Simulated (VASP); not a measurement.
## BeTe3: relaxation of cell and atoms with PBE

Crystal: BeTe3.

```xyz
4
Lattice="2.8050 -2.8050 0.0000 2.8050 2.8050 0.0000 0.0000 0.0000 7.1000" Properties=species:S:1:pos:R:3 pbc="T T T"
Be    0.0000    0.0000    0.0000
Te    1.4025   -1.4025    1.3987
Te    1.4025    1.4025    5.7013
Te    2.8050   -0.5610    3.5500
```

```json
{
  "Program": "VASP 6.6.1",
  "Task": "relaxation of cell and atoms",
  "Functional": "PBE",
  "Potentials or basis": "VASP PAW PBE potentials, release 64 (Be, Te)",
  "Cutoff": "600 eV",
  "k mesh": "5 × 5 × 3",
  "Occupations": "gaussian, width 0.2 eV",
  "Spin": "no spin polarisation",
  "Dipole correction": "no",
  "Further INCAR settings": "ALGO = Normal; EDIFF = 1e-07; IBRION = 2; EDIFFG = -0.08; NSW = 36; ISIF = 3"
}
```

```
Relaxed volume                        : 29.64 Å³/atom
Relaxed cell                          : a = 3.932 Å, b = 3.932 Å, c = 7.673 Å, α = 89.42°, β = 89.42°, γ = 92.02°
Space group after relaxing (to 0.1 Å) : C2 (No. 5)
Energy gained by relaxing             : 199.1 meV/atom
Ionic steps                           : 12
Pressure after relaxing               : 0.1 GPa
Largest force after relaxing          : 0.072 eV/Å
Band gap on the k mesh                : zero (bands 10 and 11 overlap by 1.34 eV)
```

Forces in eV/Å, atoms in the order of the input:
```
Be   0.000 -0.047  0.000
Te   0.065  0.004 -0.030
Te  -0.065  0.004  0.030
Te   0.000  0.039  0.000
```

Stress tensor (GPa, compression positive):
```
 0.13  0.00 -0.13
 0.00  0.10  0.00
-0.13  0.00  0.18
```

Step by step:
```tsv
step	energy change (eV)	largest force (eV/Å)	pressure (GPa)	volume (Å³)
1	0.0000	2.4548	7.08	111.73
2	-0.5401	0.2948	-3.59	132.31
3	-0.6683	0.5150	-1.41	124.79
4	-0.6684	0.5365	-1.31	124.52
5	-0.7249	0.3339	-0.45	121.00
6	-0.7440	0.2757	0.53	117.73
7	-0.7624	0.2523	0.17	118.36
8	-0.7671	0.2669	-0.10	118.89
9	-0.7817	0.1855	-0.09	118.92
10	-0.7938	0.1262	-0.07	118.96
11	-0.7939	0.1317	-0.07	118.96
12	-0.7965	0.0719	0.13	118.57
```

Final structure:
```
Be Te
1.0
     2.73105   -2.82917    0.02622
     2.73105    2.82917    0.02622
     0.03787    0.00000    7.67306
Be Te
1 3
Direct
  0.99979 0.00021 0.00000
  0.49902 0.96254 0.18228
  0.03746 0.50098 0.81772
  0.56373 0.43627 0.50000
```

Levels at points of the mesh, in eV from the Fermi level:
```tsv
k point	band 6	band 7	band 8	band 9	band 10	band 11	band 12	band 13	band 14
(0.00, 0.00, 0.00)	-2.28	-2.22	-0.57	-0.53	0.43	0.60	2.04	2.53	3.08
```

Wall time 3.4 min on 1 thread of Intel(R) Xeon(R) 6975P-C (Granite Rapids), with other jobs on the host, peak memory 0.27 GiB.

Caveat: spin-orbit coupling is left out, which moves the levels of the heavy elements; the relaxation stopped at a loose force limit of 0.08 eV/Å, so its end isn't a converged minimum.
